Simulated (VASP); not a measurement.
Set up this calculation in VASP 6.6.1, as the native input.

| Quantity | Value |
| --- | --- |
| Task | single point |
| Functional | PBE |
| Potentials or basis | VASP PAW PBE potentials, release 64 (Na_pv) |
| Cutoff | 520 eV |
| k mesh | 16 × 16 × 16 |
| Occupations | gaussian, width 0.15 eV |
| Spin | no spin polarisation |
| Dipole correction | no |
| Further INCAR settings | ALGO = Normal; EDIFF = 1e-06; NBANDS = 10 |

The structure of Na lies in POSCAR:

```
Na
1.0
   -2.0539750000      2.0539750000      2.1492625000
    2.0539750000     -2.0539750000      2.1492625000
    2.0539750000      2.0539750000     -2.1492625000
Na
1
Direct
    0.0000000000      0.0000000000      0.0000000000
```

This cell differs from its parent crystal: strain -0.030 along x and y, +0.015 along z.

One way to write it, as run:

INCAR

```
  PREC = Accurate
  ENCUT = 520
  EDIFF = 1E-6
  ISMEAR = 0
  SIGMA = 0.15
  LREAL = False
  LASPH = True
  NELM = 80
  ALGO = Normal
  ISIF = 2
  LWAVE = False
  LCHARG = True
  GGA = PE
  LELF = True
  LVHAR = True
  NBANDS = 10
```

KPOINTS

```
Automatic mesh
0
Gamma
  16 16 16
```

Potentials or basis: VASP PAW PBE potentials, release 64 (Na_pv).

Command:

```sh
$ cat potpaw_PBE.64/Na_pv/POTCAR > POTCAR
$ mpirun -np 1 vasp_std > vasp.out
```

It gave:

```json
{
  "Pressure": "0.1 GPa"
}
```

Caveat: the cell differs from its parent crystal (strain -0.030 along x and y, +0.015 along z).

Wall time 80 s on 1 thread of AMD EPYC 7R43 64-Core Processor (Zen 3), with other jobs on the host, peak memory 0.19 GiB.
